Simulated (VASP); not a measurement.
# Ta6H in VASP: notebook, part 2 of 2

VASP 6.6.1.

## (3) Single point, PBE

INCAR reads:

```
  ALGO = Normal
  DIPOL = 0.5 0.5 0.338
  EDIFF = 1E-6
  ENCUT = 520
  GGA = PE
  IDIPOL = 3
  ISIF = 2
  ISMEAR = 0
  LASPH = True
  LCHARG = True
  LDIPOL = True
  LELF = True
  LREAL = False
  LVACPOTAV = True
  LVHAR = True
  LWAVE = False
  NBANDS = 42
  NELM = 60
  PREC = Accurate
  SIGMA = 0.1
```

KPOINTS reads:

```
k-points
0
Gamma
  6 6 1
```

POSCAR reads:

```
Ta6H
1.0
    4.6937283341      0.0000000000      0.0000000000
   -2.3468641670      4.0648879758      0.0000000000
    0.0000000000      0.0000000000     19.9881921123
Ta H
6 1
Direct
    0.6666666667      0.3333333333      0.2001181486
    0.3333333333      0.6666666667      0.2480516124
    0.0000000000      0.0000000000      0.2959850763
    0.6666666667      0.3333333333      0.3401842451
    0.3333333333      0.6666666667      0.3819724402
    0.0000000000      0.0000000000      0.4246603227
    0.3333333333      0.6666666667      0.4763136911
```

Potentials or basis: VASP PAW PBE potentials, release 64 (Ta_pv, H).

Command:

```console
$ cat potpaw_PBE.64/Ta_pv/POTCAR potpaw_PBE.64/H/POTCAR > POTCAR
$ mpirun -np 1 vasp_std > vasp.out
```

OUTCAR:

```text
EDIFF = 1E-6
   ENCUT = 520
   GGA = PE
   ISIF = 2
   ISMEAR = 0
   LASPH = True
   LREAL = False
   NELM = 60
   PREC = Accurate

 ion  position               nearest neighbor table
   1  0.667  0.333  0.200-   4 2.80   2 2.87   2 2.87   2 2.87   3 3.32   3 3.32   3 3.32
   2  0.333  0.667  0.248-   5 2.68   1 2.87   1 2.87   3 2.87   1 2.87   3 2.87   3 2.87   4 3.28
                             4 3.28   4 3.28
   3  0.000  0.000  0.296-   6 2.57   4 2.85   4 2.85   4 2.85   2 2.87   2 2.87   2 2.87   5 3.21
                             5 3.21   5 3.21   1 3.32   1 3.32   1 3.32
   4  0.667  0.333  0.340-   1 2.80   5 2.84   5 2.84   5 2.84   3 2.85   3 2.85   3 2.85   6 3.19
                             6 3.19   6 3.19   2 3.28   2 3.28   2 3.28
   5  0.333  0.667  0.382-   7 1.89   2 2.68   4 2.84   4 2.84   4 2.84   6 2.84   6 2.84   6 2.84
                             3 3.21   3 3.21   3 3.21
   6  0.000  0.000  0.425-   3 2.57   5 2.84   5 2.84   5 2.84   4 3.19   4 3.19   4 3.19
   7  0.333  0.667  0.476-   5 1.89

  LATTYP: Found a hexagonal cell.
 ALAT       =     4.6937283341
 C/A-ratio  =     4.2584893478

  Lattice vectors:

 A1 = (   4.6937283341,   0.0000000000,   0.0000000000)
 A2 = (  -2.3468641670,   4.0648879758,   0.0000000000)
 A3 = (   0.0000000000,   0.0000000000,  19.9881921123)

Analysis of symmetry for initial positions (statically):
=====================================================================
 Subroutine PRICEL returns:
 Original cell was already a primitive cell.

 Routine SETGRP: Setting up the symmetry group for a
 hexagonal supercell.

 Subroutine GETGRP returns: Found  6 space group operations
 (whereof  6 operations were pure point group operations)
 out of a pool of 24 trial point group operations.

The static configuration has the point symmetry C_3v.

Analysis of symmetry for dynamics (positions and initial velocities):
=====================================================================
 Subroutine PRICEL returns:
 Original cell was already a primitive cell.

 Routine SETGRP: Setting up the symmetry group for a
 hexagonal supercell.

 Subroutine GETGRP returns: Found  6 space group operations
 (whereof  6 operations were pure point group operations)
 out of a pool of 24 trial point group operations.

The dynamic configuration has the point symmetry C_3v.

 Subroutine INISYM returns: Found  6 space group operations
 (whereof  6 operations are pure point group operations),
 and found     1 'primitive' translations

----------------------------------------------------------------------------------------

                                     Primitive cell

  volume of cell :     381.3643

  direct lattice vectors                    reciprocal lattice vectors
     4.693728334  0.000000000  0.000000000     0.213050251  0.123004620  0.000000000
    -2.346864167  4.064887976  0.000000000     0.000000000  0.246009240  0.000000000
     0.000000000  0.000000000 19.988192112     0.000000000  0.000000000  0.050029537

  length of vectors
     4.693728334  4.693728334 19.988192112     0.246009240  0.246009240  0.050029537

[... 50 lines left out ...]
  0.500000  0.000000  0.000000      3.000000
  0.166667  0.166667  0.000000      6.000000
  0.333333  0.166667  0.000000     12.000000
  0.333333  0.333333  0.000000      2.000000
   k-points           NKPTS =      7   k-points in BZ     NKDIM =      7   number of bands    NBANDS=     42
   number of dos      NEDOS =    301   number of ions     NIONS =      7
   total plane-waves  NPLWV = 194400
   dimension x,y,z NGX =    36 NGY =   36 NGZ =  150
   dimension x,y,z NGXF=    72 NGYF=   72 NGZF=  300
   ions per type =               6   1
   NGX,Y,Z   is equivalent  to a cutoff of  12.75, 12.75, 12.48 a.u.
   NGXF,Y,Z  is equivalent  to a cutoff of  25.50, 25.50, 24.95 a.u.
 SYSTEM =  unknown system
   PREC   = accura    normal or accurate (medium, high low for compatibility)
   ISTART =      0    job   : 0-new  1-cont  2-samecut
   ICHARG =      2    charge: 1-file 2-atom 10-const
   ISPIN  =      1    spin polarized calculation?
   LNONCOLLINEAR =      F non collinear calculations
   LSORBIT =      F    spin-orbit coupling
   LASPH  =      T    aspherical Exc in radial PAW
   ENCUT  =  520.0 eV  38.22 Ry    6.18 a.u.   8.73  8.73 37.16*2*pi/ulx,y,z
   NELM   =     60;   NELMIN=  2; NELMDL= -5     # of ELM steps
   EDIFF  = 0.1E-05   stopping-criterion for ELM
   LREAL  =      F    real-space projection
   EDIFFG = 0.1E-04   stopping-criterion for IOM
   NSW    =      0    number of steps for IOM
   IBRION =     -1    ionic relax: 0-MD 1-quasi-New 2-CG
   NFREE  =      0    steps in history (QN), initial steepest desc. (CG)
   ISIF   =      2    stress and relaxation
   ISYM   =      2    0-nonsym 1-usesym 2-fastsym
   POTIM  = 0.5000    time-step for ionic-motion
   TEBEG  =    0.0;   TEEND  =   0.0 temperature during run
   PSTRESS=    0.0 pullay stress
   NELECT =      67.0000    total number of electrons
   NUPDOWN=      -1.0000    fix difference up-down
   EMIN   =  10.00;   EMAX   =-10.00  energy-range for DOS
   EFERMI =   0.00;   METHOD = LEGACY
   ISMEAR =     0;   SIGMA  =   0.10  broadening in eV -4-tet -1-fermi 0-gaus
   EFERMI_NEDOS =   21; number of points for ismear=-14 and -15
   IALGO  =     38    algorithm
   IMIX   =      4    mixing-type and parameters
     AMIX     =   0.40;   BMIX     =  1.00
     AMIX_MAG =   1.60;   BMIX_MAG =  1.00
  volume/ion in A,a.u.               =      54.48       367.65
  Fermi-wavevector in a.u.,A,eV,Ry     =   0.916895  1.732681 11.438377  0.840697
  Thomas-Fermi vector in A             =   2.041803
   LORBIT       =      0    0 simple, 1 ext, 2 COOP (PROOUT), +10 PAW based schemes
   GGA     = PE    functional components
   LHFCALC =     F    Hartree Fock is set to
   AEXX    =    0.0000 exact exchange contribution
   IVDW    =     0    specifies the selected vdW correction
   LEPSILON=     F    determine dielectric tensor
   LRPA    =     F    only Hartree local field effects (RPA)
 non-spin polarized calculation
 Gauss-broadening in eV      SIGMA  =   0.10
  energy-cutoff  :      520.00
  volume of cell :      381.36
 maximum number of plane-waves:     10285
 NGX is ok and might be reduce to    36
   NGX = 17   NGY = 17   NGZ = 75

 dipolmoment           0.000000      0.000000     -0.002073 electrons x Angstroem

 number of electron      66.9999991 magnetization

 dipolmoment           0.000000      0.000000      0.060968 electrons x Angstroem

 Free energy of the ion-electron system (eV)
  ---------------------------------------------------
  ext. energy  EPLUGINS =         0.00000000
  ---------------------------------------------------
  free energy    TOTEN  =       -67.74469881 eV

  energy without entropy =      -67.69611864  energy(sigma->0) =      -67.72040873

 E-fermi :  -0.9508     XC(G=0):  -4.7774

 val. band max:       -0.9666055423   @ k =   0.3333   0.3333   0.0000
 cond. band min:      -0.9452659715   @ k =   0.3333   0.1667   0.0000
 fundamental gap:      0.0213395707
 Fermi energy:        -0.9507791123

 k-point     1 :       0.0000    0.0000    0.0000
  band No.  band energies     occupation
      1     -35.7127      2.00000
      2     -35.6545      2.00000
      3     -35.4079      2.00000
      4     -35.4079      2.00000
      5     -35.2872      2.00000
      6     -35.2872      2.00000
[... 304 lines left out ...]
     41       1.0251      0.00000
     42       1.0594      0.00000

------------------------ aborting loop because EDIFF is reached ----------------------------------------

  FORCE on cell =-STRESS in cart. coord.  units (eV):
  Direction    XX          YY          ZZ          XY          YZ          ZX
  --------------------------------------------------------------------------------------
  -------------------------------------------------------------------------------------
  Total       -5.1820859     -5.1820859     -1.6065867     -0.0000000      0.0000000     -0.0000000
  in kB      -21.7708381    -21.7708381     -6.7495481     -0.0000000      0.0000000     -0.0000000
  external PRESSURE =     -16.7637414 kB  Pullay stress =       0.0000000 kB

 VOLUME and BASIS-vectors are now :
 -----------------------------------------------------------------------------
  energy-cutoff  :      520.00
  volume of cell :      381.36
      direct lattice vectors                 reciprocal lattice vectors
     4.693728334  0.000000000  0.000000000     0.213050251  0.123004620  0.000000000
    -2.346864167  4.064887976  0.000000000     0.000000000  0.246009240  0.000000000
     0.000000000  0.000000000 19.988192112     0.000000000  0.000000000  0.050029537

 POSITION                                       TOTAL-FORCE (eV/Angst)
 -----------------------------------------------------------------------------------
      2.34686      1.35496      4.00000        -0.000000     -0.000000      1.621790
     -0.00000      2.70993      4.95810        -0.000000      0.000000     -0.583242
      0.00000      0.00000      5.91621        -0.000000      0.000000     -1.362447
      2.34686      1.35496      6.79967         0.000000     -0.000000     -0.329387
     -0.00000      2.70993      7.63494         0.000000      0.000000      0.480567
      0.00000      0.00000      8.48819        -0.000000      0.000000      0.161369
     -0.00000      2.70993      9.52065        -0.000000      0.000000      0.011350
 -----------------------------------------------------------------------------------
    total drift:                                0.000000     -0.000000      0.000130

  FREE ENERGIE OF THE ION-ELECTRON SYSTEM (eV)
  ---------------------------------------------------
  free  energy   TOTEN  =       -67.7446988092 eV

  energy  without entropy=      -67.6961186437  energy(sigma->0) =      -67.72040873

 vacuum level on the upper side and lower side of the slab         3.098         2.520
```

It took 2.5 min on 1 thread of AMD EPYC 9R45 (Zen 5), shared host; peak memory 0.47 GiB.

Results:

| Property | Result |
| --- | --- |
| Free energy | -67.7447 eV |
| Largest force | 1.622 eV/Å |

Forces on the atoms (eV/Å):
```
Ta   0.000  0.000  1.622
Ta   0.000  0.000 -0.583
Ta   0.000  0.000 -1.362
Ta   0.000  0.000 -0.329
Ta   0.000  0.000  0.481
Ta   0.000  0.000  0.161
H    0.000  0.000  0.011
```

Caveat: spin-orbit coupling is left out, which moves the levels of the heavy elements.

## (4) Single point, PBE

INCAR reads:

```
SYSTEM = Ta6H
ALGO = Normal
DIPOL = 0.5 0.5 0.333
EDIFF = 1E-6
ENCUT = 520
GGA = PE
IDIPOL = 3
ISIF = 2
ISMEAR = 0
LASPH = .True.
LCHARG = .True.
LDIPOL = .True.
LELF = .True.
LREAL = .False.
LVACPOTAV = .True.
LVHAR = .True.
LWAVE = .False.
NBANDS = 42
NELM = 100
PREC = Accurate
SIGMA = 0.1
```

KPOINTS reads:

```
k-points
0
Gamma
  6 6 1
  0 0 0
```

POSCAR, as its differences from that of step 3:

```diff
@@ -14,2 +14,2 @@
     0.0000000000      0.0000000000      0.4246603227
-    0.3333333333      0.6666666667      0.4763136911
+    0.6666666667      0.3333333333      0.4384596309
```

Command:

```console
$ cat potpaw_PBE.64/Ta_pv/POTCAR potpaw_PBE.64/H/POTCAR > POTCAR
$ mpirun -np 1 vasp_std > vasp.out
```

It took 2.5 min on 1 thread of AMD EPYC 9R45 (Zen 5), shared host; peak memory 0.43 GiB.

It converged, with:

- Free energy: -67.2732 eV
- Largest force: 1.954 eV/Å

Forces in eV/Å, atoms in the order of the input:
```
Ta   0.000  0.000  1.553
Ta   0.000  0.000 -0.089
Ta   0.000  0.000 -1.954
Ta   0.000  0.000  0.415
Ta   0.000  0.000  0.300
Ta   0.000  0.000 -0.228
H    0.000  0.000  0.002
```

Levels at points of the mesh, in eV from the Fermi level:
```csv
k point,band 29,band 30,band 31,band 32,band 33,band 34,band 35,band 36,band 37,band 38
"(0.00, 0.00, 0.00)",-1.21,-1.05,-1.05,-0.43,-0.43,-0.09,0.08,0.22,0.22,1.35
"(0.50, 0.00, 0.00)",-1.54,-1.01,-0.98,-0.73,-0.30,-0.03,0.20,0.81,0.90,1.13
```

Caveat: spin-orbit coupling is left out, which moves the levels of the heavy elements.
